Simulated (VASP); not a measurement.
## BiAu (rocksalt type): single point with PBE

BiAu (rocksalt type):

```
Au Bi
1.0
     0.00000    3.03075    3.03075
     3.03075    0.00000    3.03075
     3.03075    3.03075    0.00000
Au Bi
1 1
Direct
  0.00000 0.00000 0.00000
  0.50000 0.50000 0.50000
```

This cell differs from its parent crystal: volume scaled by 1.06.

```json
{"Program": "VASP 6.6.1", "Task": "single point", "Functional": "PBE", "Potentials or basis": "VASP PAW PBE potentials, release 64 (Au, Bi_d)", "Cutoff": "500 eV", "k mesh": "12 × 12 × 12", "Occupations": "fermi-dirac, width 0.03 eV", "Spin": "no spin polarisation", "Dipole correction": "no", "Further INCAR settings": "ALGO = Normal; EDIFF = 1e-06; NBANDS = 20"}
```

```
Pressure               : -3.7 GPa
Band gap on the k mesh : zero (band 13 reaches 9.20 eV, above the bottom of band 14 at 4.39 eV)
```

Levels at points of the mesh, in eV from the Fermi level:
| k point | band 11 | band 12 | band 13 | band 14 | band 15 | band 16 |
| --- | --- | --- | --- | --- | --- | --- |
| (0.00, 0.00, 0.00) | -4.03 | 0.36 | 0.95 | 0.95 | 0.95 | 7.62 |
| (0.50, 0.00, 0.00) | -3.77 | -3.38 | 2.62 | 2.62 | 3.18 | 5.00 |
| (0.50, 0.50, 0.00) | -3.62 | -3.11 | -1.38 | -1.19 | -1.19 | 5.87 |

Wall time 51 s on 1 thread of Intel(R) Xeon(R) Platinum 8488C (Sapphire Rapids), on a shared host, peak memory 0.22 GiB.

Caveat: spin-orbit coupling is left out, which moves the levels of the heavy elements.
